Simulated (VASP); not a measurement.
Crystal: SrTiO3.

```
CELL_PARAMETERS angstrom
3.90500 0.00000 0.00000
0.00000 3.90500 0.00000
0.00000 0.00000 3.90500
ATOMIC_POSITIONS crystal
Sr 0.00000 0.00000 0.00000
Ti 0.50000 0.50000 0.50000
O 0.00000 0.50000 0.50000
O 0.50000 0.00000 0.50000
O 0.50000 0.50000 0.00000
```

* Program: VASP 6.6.1
* Task: relaxation of cell and atoms
* Functional: LDA
* Potentials or basis: VASP PAW LDA potentials, release 64 (Sr_sv, Ti_sv, O)
* Cutoff: 600 eV
* k mesh: 8 × 8 × 8
* Occupations: gaussian, width 0.01 eV
* Spin: no spin polarisation

At the start: pressure -6.6 GPa; volume 11.91 Å³/atom.

Q: How do energy, volume and symmetry change on relaxing?

A: Over 4 steps the energy falls by 8.6 meV/atom and the volume is 11.50 Å³/atom (-3.5 %); space group Pm-3m (No. 221, to 0.05 Å).

Step by step:
```
step  energy change (eV)  largest force (eV/Å)  pressure (GPa)  volume (Å³)
   1              0.0000                0.0000           -6.64        59.55
   2              0.0082                0.0000            8.09        55.40
   3             -0.0430                0.0000           -0.06        57.52
   4             -0.0430                0.0000            0.00        57.48
```

Final structure:
```
Sr Ti O
1.0
     3.85922    0.00000    0.00000
     0.00000    3.85922    0.00000
     0.00000    0.00000    3.85922
Sr Ti O
1 1 3
Direct
  0.00000 0.00000 0.00000
  0.50000 0.50000 0.50000
  0.00000 0.50000 0.50000
  0.50000 0.00000 0.50000
  0.50000 0.50000 0.00000
```
